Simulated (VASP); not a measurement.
# Ni (Fd-3m) in VASP: settings compared, part 2 of 3

VASP 6.6.1. Earlier steps stand in the parts before.

## (3) Single point, PBEsol, collinear spin, ferromagnetic start (9.43 Å³/atom)

This run uses another cell than the first one, of 9.43 Å³/atom.

INCAR reads:

```
PREC     = Accurate       # precision mode
ENCUT    = 520            # plane-wave cutoff, eV
EDIFF    = 1E-6           # SCF threshold, eV
ISMEAR   = -1             # smearing method
SIGMA    = 0.08           # smearing width, eV
LREAL    = F              # projectors in reciprocal space
LASPH    = T              # aspherical terms in the spheres
NELM     = 150            # most SCF steps
ALGO     = Normal         # electronic algorithm
ISIF     = 2              # what is computed and relaxed
LWAVE    = F              # write WAVECAR
LCHARG   = T              # write CHGCAR
ISPIN    = 2              # spin polarisation
MAGMOM   = 1 1            # initial moments
LORBIT   = 11             # projections on sites
LMAXMIX  = 4              # l up to which the mixer works
GGA      = PS             # functional
LELF     = T              # ELF
LVHAR    = T            
NBANDS   = 21             # bands
```

KPOINTS reads:

```
regular mesh
0
Gamma
  14 14 14
```

POSCAR reads:

```
Ni
1.0
    0.0000000000      2.1125664118      2.1125664118
    2.1125664118      0.0000000000      2.1125664118
    2.1125664118      2.1125664118      0.0000000000
Ni
2
Direct
   -0.1250000000     -0.1250000000     -0.1250000000
    0.1250000000      0.1250000000      0.1250000000
```

Potentials or basis: VASP PAW PBE potentials, release 64 (Ni).

Started as:

```bash
$ cat potpaw_PBE.64/Ni/POTCAR > POTCAR
$ mpirun -np 1 vasp_std > vasp.out
```

OUTCAR:

```text
PREC = Accurate
   ENCUT = 520
   EDIFF = 1E-6
   ISMEAR = -1
   LREAL = F
   LASPH = T
   NELM = 150
   ISIF = 2
   ISPIN = 2
   LORBIT = 11
   GGA = PS

 ion  position               nearest neighbor table
   1  0.875  0.875  0.875-   2 1.83   2 1.83   2 1.83   2 1.83
   2  0.125  0.125  0.125-   1 1.83   1 1.83   1 1.83   1 1.83

  LATTYP: Found a face centered cubic cell.
 ALAT       =     4.2251328236

  Lattice vectors:

 A1 = (   0.0000000000,   2.1125664118,   2.1125664118)
 A2 = (   2.1125664118,   0.0000000000,   2.1125664118)
 A3 = (   2.1125664118,   2.1125664118,   0.0000000000)

Analysis of symmetry for initial positions (statically):
=====================================================================
 Subroutine PRICEL returns:
 Original cell was already a primitive cell.

 Routine SETGRP: Setting up the symmetry group for a
 face centered cubic supercell.

 Subroutine GETGRP returns: Found 48 space group operations
 (whereof 12 operations were pure point group operations)
 out of a pool of 48 trial point group operations.

The static configuration has the point symmetry D_3d.
 The point group associated with its full space group is O_h .

Analysis of symmetry for dynamics (positions and initial velocities):
=====================================================================
 Subroutine PRICEL returns:
 Original cell was already a primitive cell.

 Routine SETGRP: Setting up the symmetry group for a
 face centered cubic supercell.

 Subroutine GETGRP returns: Found 48 space group operations
 (whereof 12 operations were pure point group operations)
 out of a pool of 48 trial point group operations.

The dynamic configuration has the point symmetry D_3d.
 The point group associated with its full space group is O_h .

Analysis of structural, dynamic, and magnetic symmetry:
=====================================================================
 Subroutine PRICEL returns:
 Original cell was already a primitive cell.

 Routine SETGRP: Setting up the symmetry group for a
 face centered cubic supercell.

 Subroutine GETGRP returns: Found 48 space group operations
 (whereof 12 operations were pure point group operations)
 out of a pool of 48 trial point group operations.

The overall configuration has the point symmetry D_3d.
 The point group associated with its full space group is O_h .

 Subroutine INISYM returns: Found 48 space group operations
 (whereof 12 operations are pure point group operations),
 and found     1 'primitive' translations

----------------------------------------------------------------------------------------

                                     Primitive cell

  volume of cell :      18.8565

  direct lattice vectors                    reciprocal lattice vectors
     0.000000000  2.112566412  2.112566412    -0.236678950  0.236678950  0.236678950
     2.112566412  0.000000000  2.112566412     0.236678950 -0.236678950  0.236678950
     2.112566412  2.112566412  0.000000000     0.236678950  0.236678950 -0.236678950

  length of vectors
     2.987620071  2.987620071  2.987620071     0.409939966  0.409939966  0.409939966

  position of ions in fractional coordinates (direct lattice)
     0.875000000  0.875000000  0.875000000
     0.125000000  0.125000000  0.125000000

[... 63 lines left out ...]
   ions per type =               2
   NGX,Y,Z   is equivalent  to a cutoff of  13.35, 13.35, 13.35 a.u.
   NGXF,Y,Z  is equivalent  to a cutoff of  26.71, 26.71, 26.71 a.u.
 SYSTEM =  unknown system
   PREC   = accura    normal or accurate (medium, high low for compatibility)
   ISTART =      0    job   : 0-new  1-cont  2-samecut
   ICHARG =      2    charge: 1-file 2-atom 10-const
   ISPIN  =      2    spin polarized calculation?
   LNONCOLLINEAR =      F non collinear calculations
   LSORBIT =      F    spin-orbit coupling
   LASPH  =      T    aspherical Exc in radial PAW
   ENCUT  =  520.0 eV  38.22 Ry    6.18 a.u.   5.55  5.55  5.55*2*pi/ulx,y,z
   NELM   =    150;   NELMIN=  2; NELMDL= -5     # of ELM steps
   EDIFF  = 0.1E-05   stopping-criterion for ELM
   LREAL  =      F    real-space projection
   EDIFFG = 0.1E-04   stopping-criterion for IOM
   NSW    =      0    number of steps for IOM
   IBRION =     -1    ionic relax: 0-MD 1-quasi-New 2-CG
   NFREE  =      0    steps in history (QN), initial steepest desc. (CG)
   ISIF   =      2    stress and relaxation
   ISYM   =      2    0-nonsym 1-usesym 2-fastsym
   POTIM  = 0.5000    time-step for ionic-motion
   TEBEG  =    0.0;   TEEND  =   0.0 temperature during run
   PSTRESS=    0.0 pullay stress
   NELECT =      20.0000    total number of electrons
   NUPDOWN=      -1.0000    fix difference up-down
   EMIN   =  10.00;   EMAX   =-10.00  energy-range for DOS
   EFERMI =   0.00;   METHOD = LEGACY
   ISMEAR =    -1;   SIGMA  =   0.08  broadening in eV -4-tet -1-fermi 0-gaus
   EFERMI_NEDOS =   21; number of points for ismear=-14 and -15
   IALGO  =     38    algorithm
   IMIX   =      4    mixing-type and parameters
     AMIX     =   0.40;   BMIX     =  1.00
     AMIX_MAG =   1.60;   BMIX_MAG =  1.00
  volume/ion in A,a.u.               =       9.43        63.62
  Fermi-wavevector in a.u.,A,eV,Ry     =   1.669544  3.154980 37.924556  2.787376
  Thomas-Fermi vector in A             =   2.755198
   LORBIT       =     11    0 simple, 1 ext, 2 COOP (PROOUT), +10 PAW based schemes
   GGA     = PS    functional components
   LHFCALC =     F    Hartree Fock is set to
   AEXX    =    0.0000 exact exchange contribution
   IVDW    =     0    specifies the selected vdW correction
   LEPSILON=     F    determine dielectric tensor
   LRPA    =     F    only Hartree local field effects (RPA)
 spin polarized calculation
  energy-cutoff  :      520.00
  volume of cell :       18.86
 maximum number of plane-waves:       531
 NGX is ok and might be reduce to    24
   NGX = 11   NGY = 11   NGZ = 11

 number of electron      20.0000019 magnetization       1.3778626

 Free energy of the ion-electron system (eV)
  ---------------------------------------------------
  ext. energy  EPLUGINS =         0.00000000
  ---------------------------------------------------
  free energy    TOTEN  =        -5.47703949 eV

  energy without entropy =       -5.43096699  energy(sigma->0) =       -5.45400324

 E-fermi :  12.0094     XC(G=0): -14.0118

 val. band max:       12.0086952637   @ k =   0.5000   0.2143   0.0000
 cond. band min:      12.0122685112   @ k =  -0.2857   0.0714   0.0000
 fundamental gap:      0.0035732475
 Fermi energy:        12.0093933233

 spin component 1

 k-point     1 :       0.0000    0.0000    0.0000
  band No.  band energies     occupation
      1       1.8393      1.00000
      2       6.0121      1.00000
      3       6.0121      1.00000
      4       6.5812      1.00000
      5       6.5812      1.00000
      6       6.5812      1.00000
[... 565 lines left out ...]
     20      37.8192      0.00000
     21      39.6518      0.00000

 [... further k-points ...]

 spin component 2

 k-point     1 :       0.0000    0.0000    0.0000
  band No.  band energies     occupation
      1       1.8965      1.00000
      2       6.6530      1.00000
      3       6.6530      1.00000
      4       7.2164      1.00000
      5       7.2164      1.00000
      6       7.2164      1.00000
[... 565 lines left out ...]
     20      38.0021      0.00000
     21      39.7610      0.00000

 [... further k-points ...]
[... 5 lines left out ...]
  --------------------------------------------------------------------------------------
  -------------------------------------------------------------------------------------
  Total       19.6988612     19.6988612     19.6988612     -0.0000000     -0.0000000      0.0000000
  in kB     1673.7500206   1673.7500206   1673.7500206     -0.0000000     -0.0000000      0.0000000
  external PRESSURE =    1673.7500206 kB  Pullay stress =       0.0000000 kB

 VOLUME and BASIS-vectors are now :
 -----------------------------------------------------------------------------
  energy-cutoff  :      520.00
  volume of cell :       18.86
      direct lattice vectors                 reciprocal lattice vectors
     0.000000000  2.112566412  2.112566412    -0.236678950  0.236678950  0.236678950
     2.112566412  0.000000000  2.112566412     0.236678950 -0.236678950  0.236678950
     2.112566412  2.112566412  0.000000000     0.236678950  0.236678950 -0.236678950

 POSITION                                       TOTAL-FORCE (eV/Angst)
 -----------------------------------------------------------------------------------
      3.69699      3.69699      3.69699        -0.000000      0.000000      0.000000
      0.52814      0.52814      0.52814         0.000000     -0.000000     -0.000000
 -----------------------------------------------------------------------------------
    total drift:                                0.000000      0.000000      0.000000

  FREE ENERGIE OF THE ION-ELECTRON SYSTEM (eV)
  ---------------------------------------------------
  free  energy   TOTEN  =        -5.4770394935 eV

  energy  without entropy=       -5.4309669949  energy(sigma->0) =       -5.45400324

 total charge

# of ion       s       p       d       tot
------------------------------------------
    1        0.773   0.808   8.764  10.345
    2        0.773   0.808   8.764  10.345
--------------------------------------------------
tot          1.547   1.615  17.528  20.690

 magnetization (x)

# of ion       s       p       d       tot
------------------------------------------
    1       -0.013  -0.007   0.677   0.656
    2       -0.013  -0.007   0.677   0.656
--------------------------------------------------
tot         -0.027  -0.015   1.354   1.312
```

It took 38 s on 1 thread of AMD EPYC 9R45 (Zen 5), shared host; peak memory 0.16 GiB.

Results:

* Free energy: -5.4770 eV
* Pressure: 167.4 GPa
* Net moment: 1.38 μB per cell
* Site moments: Ni +0.66 μB

Caveat: the cell stands under pressure; the PAW data sets were made with another functional, which shifts forces and pressure a little.

## (4) Single point, PBEsol, collinear spin, ferromagnetic start (11.00 Å³/atom)

This run uses another cell than the first one, of 11.00 Å³/atom.

INCAR reads:

```
SYSTEM = Ni
PREC = Accurate
ENCUT = 520
EDIFF = 1E-6
ISMEAR = -1
SIGMA = 0.08
LREAL = .FALSE.
LASPH = .TRUE.
NELM = 150
ALGO = Normal
ISIF = 2
LWAVE = .FALSE.
LCHARG = .FALSE.
ISPIN = 2
MAGMOM = 1 1
LORBIT = 11
LMAXMIX = 4
GGA = PS
NBANDS = 21
```

KPOINTS reads:

```
regular mesh
0
G
  14 14 14
  0 0 0
```

POSCAR reads:

```
Ni
1.0
    0.0000000000      2.2239548552      2.2239548552
    2.2239548552      0.0000000000      2.2239548552
    2.2239548552      2.2239548552      0.0000000000
Ni
2
Direct
   -0.1250000000     -0.1250000000     -0.1250000000
    0.1250000000      0.1250000000      0.1250000000
```

Started as:

```bash
$ cat potpaw_PBE.64/Ni/POTCAR > POTCAR
$ mpirun -np 1 vasp_std > vasp.out
```

Run time: 35 s. Hardware: 1 thread of AMD EPYC 9R45 (Zen 5), shared host; peak memory 0.16 GiB.

Results (log left out):

```yaml
Free_energy: -7.8524 eV
Pressure: 83.5 GPa
Net_moment: 1.50 μB per cell
Site_moments: Ni +0.72 μB
Valence_electrons_inside_the_program's_atomic_spheres: Ni 9.95
```

Levels at points of the mesh, in eV from the Fermi level:
Spin up:
| k point | band 8 | band 9 | band 10 | band 11 | band 12 | band 13 | band 14 | band 15 |
| --- | --- | --- | --- | --- | --- | --- | --- | --- |
| (0.00, 0.00, 0.00) | -2.36 | -2.36 | -0.59 | -0.59 | 15.74 | 15.74 | 15.74 | 15.90 |
| (0.50, 0.00, 0.00) | -1.73 | -1.73 | -0.87 | -0.87 | 1.17 | 11.58 | 11.58 | 13.94 |
| (0.50, 0.50, 0.00) | -2.76 | -0.65 | -0.65 | 1.60 | 1.60 | 5.32 | 5.32 | 12.13 |
Spin down:
| k point | band 7 | band 8 | band 9 | band 10 | band 11 | band 12 |
| --- | --- | --- | --- | --- | --- | --- |
| (0.00, 0.00, 0.00) | -1.60 | -1.60 | -1.60 | 0.32 | 0.32 | 15.93 |
| (0.50, 0.00, 0.00) | -2.40 | -0.91 | -0.91 | 0.00 | 0.00 | 1.83 |
| (0.50, 0.50, 0.00) | -1.96 | -1.96 | 0.22 | 0.22 | 2.13 | 2.13 |

Caveat: the cell stands under pressure; the PAW data sets were made with another functional, which shifts forces and pressure a little.

## (5) Single point, PBEsol, collinear spin, ferromagnetic start (12.57 Å³/atom)

This run uses another cell than the first one, of 12.57 Å³/atom.

INCAR reads:

```
ALGO     = Normal         # electronic algorithm
EDIFF    = 1E-6           # SCF threshold, eV
ENCUT    = 520            # plane-wave cutoff, eV
GGA      = PS             # functional
ISIF     = 2              # what is computed and relaxed
ISMEAR   = -1             # smearing method
ISPIN    = 2              # spin polarisation
LASPH    = True           # aspherical terms in the spheres
LCHARG   = False          # write CHGCAR
LMAXMIX  = 4              # l up to which the mixer works
LORBIT   = 11             # projections on sites
LREAL    = False          # projectors in reciprocal space
LWAVE    = False          # write WAVECAR
MAGMOM   = 1 1            # initial moments
NBANDS   = 21             # bands
NELM     = 150            # most SCF steps
PREC     = Accurate       # precision mode
SIGMA    = 0.08           # smearing width, eV
```

KPOINTS reads:

```
k-points
0
Gamma
  14 14 14
```

POSCAR reads:

```
Ni
1.0
    0.0000000000      2.3251802001      2.3251802001
    2.3251802001      0.0000000000      2.3251802001
    2.3251802001      2.3251802001      0.0000000000
Ni
2
Direct
   -0.1250000000     -0.1250000000     -0.1250000000
    0.1250000000      0.1250000000      0.1250000000
```

Started as:

```bash
$ cat potpaw_PBE.64/Ni/POTCAR > POTCAR
$ mpirun -np 1 vasp_std > vasp.out
```

It took 36 s on 1 thread of AMD EPYC 9R45 (Zen 5), shared host; peak memory 0.17 GiB.

It converged, with:

| Quantity | Value |
| --- | --- |
| Free energy | -9.0091 eV |
| Pressure | 38.7 GPa |
| Net moment | 1.54 μB per cell |
| Site moments | Ni +0.75 μB |
| Valence electrons inside the program's atomic spheres | Ni 9.66 |

Levels at points of the mesh, in eV from the Fermi level:
Spin up:
```
           k point  band 8  band 9  band 10  band 11  band 12  band 13  band 14  band 15
(0.00, 0.00, 0.00)   -2.11   -2.11    -0.66    -0.66    14.30    14.30    14.30    14.54
(0.50, 0.00, 0.00)   -1.60   -1.60    -0.89    -0.89     0.84    10.39    10.39    13.35
(0.50, 0.50, 0.00)   -2.43   -0.70    -0.70     1.34     1.34     4.97     4.97    11.04
```
Spin down:
| k point | band 6 | band 7 | band 8 | band 9 | band 10 | band 11 | band 12 | band 13 |
| --- | --- | --- | --- | --- | --- | --- | --- | --- |
| (0.00, 0.00, 0.00) | -3.38 | -1.32 | -1.32 | -1.32 | 0.25 | 0.25 | 14.50 | 14.50 |
| (0.50, 0.00, 0.00) | -3.37 | -2.09 | -0.77 | -0.77 | 0.00 | 0.00 | 1.52 | 10.56 |
| (0.50, 0.50, 0.00) | -2.46 | -1.62 | -1.62 | 0.19 | 0.19 | 1.87 | 1.87 | 5.02 |

Caveat: the cell stands under pressure; the PAW data sets were made with another functional, which shifts forces and pressure a little.

(Part 2 of 3 ends here.)
